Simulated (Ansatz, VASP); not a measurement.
# Two plane-wave programs on Ge

INCAR

```
SYSTEM = Ge
ALGO = Normal
EDIFF = 1E-7
ENCUT = 520
GGA = PS
ISIF = 2
ISMEAR = 0
LASPH = .TRUE.
LCHARG = .FALSE.
LREAL = .FALSE.
LWAVE = .FALSE.
NBANDS = 21
NELM = 60
PREC = Accurate
SIGMA = 0.15
```

File KPOINTS:

```
k-points
0
G
  20 20 20
  0 0 0
```

File POSCAR:

```
Ge
1.0
   -2.4958980000      2.6508630000      1.4585012050
    2.4958980000     -2.6508630000      1.4585012050
    2.4958980000      2.6508630000     -1.4585012050
Ge
2
Direct
    0.1859430000      0.9359430000      0.2500000000
    0.8140570000      0.0640570000      0.7500000000
```

Input for Ansatz:

```yaml
crystal:
  lattice:
    - [-2.495898, 2.650863, 1.458501205]
    - [2.495898, -2.650863, 1.458501205]
    - [2.495898, 2.650863, -1.458501205]
  atoms:
    - { symbol: Ge, position: [0.185943, 0.935943, 0.25] }
    - { symbol: Ge, position: [0.814057, 0.064057, 0.75] }
basis:
  ecutwfc: 420
kpoints:
  mp_grid: { grid: [20, 20, 20] }
hamiltonian:
  xc: pbesol
scf:
  occupations: { method: gaussian, width: 0.15 }
output:
  forces: true
  stress: true
  eigenvalues: true
```

Change from the starting cell: strain +0.000 along x and y, +0.015 along z, atoms carried along.

Alike in both runs: task single point; functional PBEsol; k mesh 20 × 20 × 20; occupations gaussian, width 0.15 eV; no spin polarisation.

```csv
,VASP,Ansatz
version,VASP 6.6.1,Ansatz 0.2.0
potentials or method,"VASP PAW PBE potentials, release 64 (Ge_d), cutoff 520 eV","scalar-relativistic, plane waves, PAW"
valence electrons in the cell,28,28
```

```csv
,VASP,Ansatz,Ansatz less VASP
gap on the k mesh at the Fermi level (eV),none,none,-
pressure (GPa),-3.5,-3.4,+0.08
"traceless stress, the component that is largest in VASP (GPa)",-0.41,-0.43,-0.014
rms of the force components (eV/Å),0.030,0.030,-0.0006
```

VASP's potentials were made for PBE, not for PBEsol. Atom by atom the forces differ by 0.001 eV/Å (rms over components). A gap of «none» marks a metal or a gap that the smearing closes. With one functional, cell and mesh, what is left measures potentials, basis and numerics.
